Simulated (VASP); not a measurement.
# Ge2Sb2Te5 (P-1) in VASP: single point with PBE

Aim: the single point of Ge2Sb2Te5 with PBE.

Everything below comes from runs of VASP 6.6.1. Logs are shortened: lines on timing, memory, paths and dates and some standing lists are left out, and cuts for length are marked.

## Step 1: The cell of the first run

The typed cell holds 9 atoms: a = 4.295 Å, b = 4.220 Å, c = 17.101 Å, α = 90.00°, β = 90.00°, γ = 118.27°.

## Step 2: Single point, PBE

INCAR

```
ALGO = Normal ; EDIFF = 1E-7
ENCUT = 520 ; GGA = PE
ISIF = 2 ; ISMEAR = -1
LASPH = T ; LCHARG = F
LREAL = F ; LWAVE = F
NBANDS = 44 ; NELM = 60
PREC = Accurate ; SIGMA = 0.05
```

KPOINTS

```
k-points
0
Gamma
  5 5 2
```

POSCAR

```
Ge2Sb2Te5
1.0
    4.2940644248      0.0858812885      0.0000000000
   -2.0726568349      3.6758282332      0.0000000000
    0.0000000000      0.0000000000     17.1013460000
Te Sb Ge
5 2 2
Direct
    0.6666666667      0.3333333333      0.4198920000
    0.3333333333      0.6666666667      0.5801080000
    0.3333333333      0.6666666667      0.2015420000
    0.6666666667      0.3333333333      0.7984580000
    0.0000000000      0.0000000000      0.0000000000
    0.0000000000      0.0000000000      0.3200680000
    0.0000000000      0.0000000000      0.6799320000
    0.6666666667      0.3333333333      0.1028950000
    0.3333333333      0.6666666667      0.8971050000
```

Potentials or basis: VASP PAW PBE potentials, release 64 (Te, Sb, Ge_d).

On the command line:

```bash
cat potpaw_PBE.64/Te/POTCAR potpaw_PBE.64/Sb/POTCAR potpaw_PBE.64/Ge_d/POTCAR > POTCAR
mpirun -np 1 vasp_std > vasp.out
```

OUTCAR:

```text
EDIFF = 1E-7
   ENCUT = 520
   GGA = PE
   ISIF = 2
   ISMEAR = -1
   LASPH = T
   LREAL = F
   NELM = 60
   PREC = Accurate

 ion  position               nearest neighbor table
   1  0.667  0.333  0.420-   6 2.97   6 3.01   6 3.05   2 3.67
   2  0.333  0.667  0.580-   7 2.97   7 3.01   7 3.05   1 3.67
   3  0.333  0.667  0.202-   8 2.96   8 3.00   8 3.03   6 3.17   6 3.20   6 3.24
   4  0.667  0.333  0.798-   9 2.96   9 3.00   9 3.03   7 3.17   7 3.20   7 3.24
   5  0.000  0.000  0.000-   8 3.01   9 3.01   9 3.04   8 3.04   8 3.08   9 3.08
   6  0.000  0.000  0.320-   1 2.97   1 3.01   1 3.05   3 3.17   3 3.20   3 3.24
   7  0.000  0.000  0.680-   2 2.97   2 3.01   2 3.05   4 3.17   4 3.20   4 3.24
   8  0.667  0.333  0.103-   3 2.96   3 3.00   5 3.01   3 3.03   5 3.04   5 3.08
   9  0.333  0.667  0.897-   4 2.96   4 3.00   5 3.01   4 3.03   5 3.04   5 3.08

  Warning from LATTYP: Monoclinic adjustment (A1->A3, A2->A1, A3->A2)!
  LATTYP: Found a simple monoclinic cell.
 ALAT       =     4.2199075292
 B/A-ratio  =     4.0525404601
 C/A-ratio  =     1.0177766034
 COS(beta)  =    -0.4736455830

  Lattice vectors:

 A1 = (  -2.0726568349,   3.6758282332,   0.0000000000)
 A2 = (   0.0000000000,   0.0000000000,  17.1013460000)
 A3 = (   4.2940644248,   0.0858812885,   0.0000000000)

Analysis of symmetry for initial positions (statically):
=====================================================================
 Subroutine PRICEL returns:
 Original cell was already a primitive cell.

 Routine SETGRP: Setting up the symmetry group for a
 simple monoclinic supercell.

 Subroutine GETGRP returns: Found  2 space group operations
 (whereof  2 operations were pure point group operations)
 out of a pool of  4 trial point group operations.

The static configuration has the point symmetry S_2 .

Analysis of symmetry for dynamics (positions and initial velocities):
=====================================================================
 Subroutine PRICEL returns:
 Original cell was already a primitive cell.

 Routine SETGRP: Setting up the symmetry group for a
 simple monoclinic supercell.

 Subroutine GETGRP returns: Found  2 space group operations
 (whereof  2 operations were pure point group operations)
 out of a pool of  4 trial point group operations.

The dynamic configuration has the point symmetry S_2 .

 Subroutine INISYM returns: Found  2 space group operations
 (whereof  2 operations are pure point group operations),
 and found     1 'primitive' translations

----------------------------------------------------------------------------------------

                                     Primitive cell

  volume of cell :     272.9759

  direct lattice vectors                    reciprocal lattice vectors
     4.294064425  0.085881288  0.000000000     0.230282650  0.129847446  0.000000000
    -2.072656835  3.675828233  0.000000000    -0.005380276  0.269013804  0.000000000
     0.000000000  0.000000000 17.101346000     0.000000000  0.000000000  0.058474929

  length of vectors
     4.294923152  4.219907529 17.101346000     0.264368035  0.269067601  0.058474929

  position of ions in fractional coordinates (direct lattice)
     0.666666667  0.333333333  0.419892000
     0.333333333  0.666666667  0.580108000
     0.333333333  0.666666667  0.201542000
     0.666666667  0.333333333  0.798458000
     0.000000000  0.000000000  0.000000000
     0.000000000  0.000000000  0.320068000
     0.000000000  0.000000000  0.679932000
     0.666666667  0.333333333  0.102895000
     0.333333333  0.666666667  0.897105000

  ion indices of the primitive-cell ions
   primitive index   ion index
                 1           1
                 2           2
                 3           3
                 4           4
                 5           5
                 6           6
                 7           7
                 8           8
                 9           9

----------------------------------------------------------------------------------------

 KPOINTS: k-points

Automatic generation of k-mesh.
 Grid dimensions read from file:
 generate k-points for:    5    5    2

 Generating k-lattice:

  Cartesian coordinates                     Fractional coordinates (reciprocal lattice)
     0.046056530  0.025969489  0.000000000     0.200000000 -0.000000000  0.000000000
    -0.001076055  0.053802761  0.000000000     0.000000000  0.200000000  0.000000000
     0.000000000  0.000000000  0.029237465     0.000000000  0.000000000  0.500000000

  Length of vectors
     0.052873607  0.053813520  0.029237465

  Shift w.r.t. Gamma in fractional coordinates (k-lattice)
     0.000000000  0.000000000  0.000000000

 Subroutine IBZKPT returns following result:
 ===========================================

 Found     26 irreducible k-points:

 Following reciprocal coordinates:
            Coordinates               Weight
  0.000000  0.000000  0.000000      1.000000
  0.200000  0.000000  0.000000      2.000000
  0.400000  0.000000  0.000000      2.000000
  0.000000  0.200000  0.000000      2.000000
  0.200000  0.200000  0.000000      2.000000
  0.400000  0.200000  0.000000      2.000000
[... 16 lines left out ...]
  0.200000  0.400000  0.500000      2.000000
  0.400000  0.400000  0.500000      2.000000
 [... further k-points ...]
   k-points           NKPTS =     26   k-points in BZ     NKDIM =     26   number of bands    NBANDS=     44
   number of dos      NEDOS =    301   number of ions     NIONS =      9
   total plane-waves  NPLWV = 131072
   dimension x,y,z NGX =    32 NGY =   32 NGZ =  128
   dimension x,y,z NGXF=    64 NGYF=   64 NGZF=  256
   ions per type =               5   2   2
   NGX,Y,Z   is equivalent  to a cutoff of  12.39, 12.61, 12.44 a.u.
   NGXF,Y,Z  is equivalent  to a cutoff of  24.77, 25.21, 24.89 a.u.
 SYSTEM =  unknown system
   PREC   = accura    normal or accurate (medium, high low for compatibility)
   ISTART =      0    job   : 0-new  1-cont  2-samecut
   ICHARG =      2    charge: 1-file 2-atom 10-const
   ISPIN  =      1    spin polarized calculation?
   LNONCOLLINEAR =      F non collinear calculations
   LSORBIT =      F    spin-orbit coupling
   LASPH  =      T    aspherical Exc in radial PAW
   ENCUT  =  520.0 eV  38.22 Ry    6.18 a.u.   7.99  7.85 31.80*2*pi/ulx,y,z
   NELM   =     60;   NELMIN=  2; NELMDL= -5     # of ELM steps
   EDIFF  = 0.1E-06   stopping-criterion for ELM
   LREAL  =      F    real-space projection
   EDIFFG = 0.1E-05   stopping-criterion for IOM
   NSW    =      0    number of steps for IOM
   IBRION =     -1    ionic relax: 0-MD 1-quasi-New 2-CG
   NFREE  =      0    steps in history (QN), initial steepest desc. (CG)
   ISIF   =      2    stress and relaxation
   ISYM   =      2    0-nonsym 1-usesym 2-fastsym
   POTIM  = 0.5000    time-step for ionic-motion
   TEBEG  =    0.0;   TEEND  =   0.0 temperature during run
   PSTRESS=    0.0 pullay stress
   NELECT =      68.0000    total number of electrons
   NUPDOWN=      -1.0000    fix difference up-down
   EMIN   =  10.00;   EMAX   =-10.00  energy-range for DOS
   EFERMI =   0.00;   METHOD = LEGACY
   ISMEAR =    -1;   SIGMA  =   0.05  broadening in eV -4-tet -1-fermi 0-gaus
   EFERMI_NEDOS =   21; number of points for ismear=-14 and -15
   IALGO  =     38    algorithm
   IMIX   =      4    mixing-type and parameters
     AMIX     =   0.40;   BMIX     =  1.00
     AMIX_MAG =   1.60;   BMIX_MAG =  1.00
  volume/ion in A,a.u.               =      30.33       204.68
  Fermi-wavevector in a.u.,A,eV,Ry     =   1.030077  1.946563 14.436580  1.061059
  Thomas-Fermi vector in A             =   2.164157
   LORBIT       =      0    0 simple, 1 ext, 2 COOP (PROOUT), +10 PAW based schemes
   GGA     = PE    functional components
   LHFCALC =     F    Hartree Fock is set to
   AEXX    =    0.0000 exact exchange contribution
   IVDW    =     0    specifies the selected vdW correction
   LEPSILON=     F    determine dielectric tensor
   LRPA    =     F    only Hartree local field effects (RPA)
 non-spin polarized calculation
  energy-cutoff  :      520.00
  volume of cell :      272.98
 maximum number of plane-waves:      7378
   NGX = 15   NGY = 15   NGZ = 63

 number of electron      68.0000008 magnetization

 Free energy of the ion-electron system (eV)
  ---------------------------------------------------
  ext. energy  EPLUGINS =         0.00000000
  ---------------------------------------------------
  free energy    TOTEN  =       -33.94038339 eV

  energy without entropy =      -33.93632308  energy(sigma->0) =      -33.93835323

 E-fermi :   6.2797     XC(G=0):  -9.4283

 val. band max:        6.2535543129   @ k =   0.0000   0.0000   0.0000
 cond. band min:       6.3103697706   @ k =   0.0000   0.0000   0.0000
 fundamental gap:      0.0568154577
 Fermi energy:         6.2797079782

 k-point     1 :       0.0000    0.0000    0.0000
  band No.  band energies     occupation
      1     -18.7460      2.00000
      2     -18.7454      2.00000
      3     -18.7409      2.00000
      4     -18.7407      2.00000
      5     -18.7381      2.00000
      6     -18.7379      2.00000
[... 36 lines left out ...]
     43       8.0926      0.00000
     44       8.6749      0.00000

 k-point     2 :       0.2000    0.0000    0.0000
  band No.  band energies     occupation
      1     -18.7466      2.00000
      2     -18.7458      2.00000
      3     -18.7405      2.00000
      4     -18.7400      2.00000
      5     -18.7381      2.00000
      6     -18.7375      2.00000
[... 36 lines left out ...]
     43       8.9152      0.00000
     44       9.4145      0.00000

 k-point     3 :       0.4000    0.0000    0.0000
  band No.  band energies     occupation
      1     -18.7478      2.00000
      2     -18.7466      2.00000
      3     -18.7399      2.00000
      4     -18.7391      2.00000
      5     -18.7382      2.00000
      6     -18.7372      2.00000
[... 976 lines left out ...]
     43      10.1409      0.00000
     44      10.1722      0.00000

 k-point    24 :       0.4000    0.4000    0.5000
  band No.  band energies     occupation
      1     -18.7459      2.00000
      2     -18.7450      2.00000
      3     -18.7412      2.00000
      4     -18.7406      2.00000
      5     -18.7402      2.00000
      6     -18.7387      2.00000
[... 36 lines left out ...]
     43      10.0128      0.00000
     44      10.0602      0.00000

 [... further k-points ...]

------------------------ aborting loop because EDIFF is reached ----------------------------------------

  FORCE on cell =-STRESS in cart. coord.  units (eV):
  Direction    XX          YY          ZZ          XY          YZ          ZX
  --------------------------------------------------------------------------------------
  -------------------------------------------------------------------------------------
  Total        0.5746033      0.4699433      0.6982420     -2.4216676      0.1142900     -1.5859038
  in kB        3.3725192      2.7582382      4.0981914    -14.2134932      0.6708025     -9.3081452
  external PRESSURE =       3.4096496 kB  Pullay stress =       0.0000000 kB

 VOLUME and BASIS-vectors are now :
 -----------------------------------------------------------------------------
  energy-cutoff  :      520.00
  volume of cell :      272.98
      direct lattice vectors                 reciprocal lattice vectors
     4.294064425  0.085881288  0.000000000     0.230282650  0.129847446  0.000000000
    -2.072656835  3.675828233  0.000000000    -0.005380276  0.269013804  0.000000000
     0.000000000  0.000000000 17.101346000     0.000000000  0.000000000  0.058474929

 POSITION                                       TOTAL-FORCE (eV/Angst)
 -----------------------------------------------------------------------------------
      2.17182      1.28253      7.18072        -0.107379      0.011075     -0.089144
      0.04958      2.47918      9.92063         0.107379     -0.011075      0.089144
      0.04958      2.47918      3.44664         0.021888      0.000153     -0.080835
      2.17182      1.28253     13.65471        -0.021888     -0.000153      0.080835
      0.00000      0.00000      0.00000        -0.000000     -0.000000      0.000000
      0.00000      0.00000      5.47359         0.027271     -0.007134     -0.045032
      0.00000      0.00000     11.62775        -0.027271      0.007134      0.045032
      2.17182      1.28253      1.75964         0.005063     -0.000044     -0.046834
      0.04958      2.47918     15.34170        -0.005063      0.000044      0.046834
 -----------------------------------------------------------------------------------
    total drift:                               -0.000000      0.000000     -0.000000

  FREE ENERGIE OF THE ION-ELECTRON SYSTEM (eV)
  ---------------------------------------------------
  free  energy   TOTEN  =       -33.9403833862 eV

  energy  without entropy=      -33.9363230790  energy(sigma->0) =      -33.93835323
```

Wall time 20 min (1 thread of AMD EPYC 7R43 (Zen 3), shared host); peak memory 0.46 GiB.

What came out:

```
Free energy            : -33.9404 eV
Pressure               : 0.3 GPa
Largest force          : 0.140 eV/Å
Band gap on the k mesh : 0.06 eV, direct
```

Forces in eV/Å, atoms in the order of the input:
```
Te  -0.107  0.011 -0.089
Te   0.107 -0.011  0.089
Te   0.022  0.000 -0.081
Te  -0.022  0.000  0.081
Te   0.000  0.000  0.000
Sb   0.027 -0.007 -0.045
Sb  -0.027  0.007  0.045
Ge   0.005  0.000 -0.047
Ge  -0.005  0.000  0.047
```

Stress tensor (GPa, compression positive):
```
 0.34 -1.42 -0.93
-1.42  0.28  0.07
-0.93  0.07  0.41
```

Levels at points of the mesh, in eV from the valence-band top:
```csv
k point,band 30,band 31,band 32,band 33,band 34,band 35,band 36,band 37,band 38,band 39
"(0.00, 0.00, 0.00)",-1.39,-1.21,-1.17,-0.84,0.00,0.06,0.27,0.50,0.65,0.91
"(0.00, 0.00, 0.50)",-1.40,-1.39,-1.28,-0.69,-0.15,0.26,0.36,0.49,0.59,0.75
```

Caveat: spin-orbit coupling is left out, which moves the levels of the heavy elements. A k mesh can miss the band edges.
